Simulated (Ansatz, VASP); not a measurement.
## Two plane-wave programs on Au

POSCAR

```
Au
1.0
    0.0000000000      2.0417677953      2.0417677953
    2.0417677953      0.0000000000      2.0417677953
    2.0417677953      2.0417677953      0.0000000000
Au
1
Direct
    0.0000000000      0.0000000000      0.0000000000
```

The input INCAR.step1:

```
PREC = Accurate
ENCUT = 520
ISMEAR = 0
SIGMA = 0.1
LREAL = F
LASPH = T
NELM = 60
NBANDS = 12
GGA = PE
ALGO = Normal
EDIFF = 1E-4
LWAVE = T
LCHARG = F
```

INCAR.step2

```
PREC = Accurate
ENCUT = 520
EDIFF = 1E-6
ISMEAR = 0
SIGMA = 0.1
LREAL = F
LASPH = T
NELM = 60
ALGO = Normal
ISIF = 2
LWAVE = F
LCHARG = F
METAGGA = R2SCAN
LMIXTAU = T
NBANDS = 12
ISTART = 1
```

KPOINTS

```
Automatic mesh
0
Gamma
  18 18 18
```

Input for Ansatz:

```yaml
crystal:
  lattice:
    - [0.0, 2.0417677953, 2.0417677953]
    - [2.0417677953, 0.0, 2.0417677953]
    - [2.0417677953, 2.0417677953, 0.0]
  atoms:
    - { symbol: Au, position: [0.0, 0.0, 0.0] }
basis:
  ecutwfc: 500
kpoints:
  mp_grid: { grid: [18, 18, 18] }
hamiltonian:
  xc: r2scan
  pseudopotentials: { kind: paw, azcp: { folder: soft_1 } }
scf:
  occupations: { method: gaussian, width: 0.1 }
output:
  forces: true
  stress: true
  eigenvalues: true
```

Alike in both runs: task single point; functional r2SCAN; k mesh 18 × 18 × 18; occupations gaussian, width 0.1 eV; no spin polarisation.

|  | VASP | Ansatz |
| --- | --- | --- |
| version | VASP 6.6.1 | Ansatz 0.2.0 |
| potentials or method | VASP PAW PBE potentials, release 64 (Au), cutoff 520 eV | scalar-relativistic, plane waves, PAW |
| valence electrons in the cell | 11 | 19 |

```csv
,VASP,Ansatz,Ansatz less VASP
gap on the k mesh at the Fermi level (eV),none,none,-
pressure (GPa),5.4,5.1,-0.35
```

VASP's potentials were made for PBE, not for r2SCAN. A gap of «none» marks a metal or a gap that the smearing closes. VASP's potentials hold 11 valence electrons a cell and Ansatz's 19, so a difference there can come from the potentials and not from the codes.

Spin-orbit coupling is off throughout.
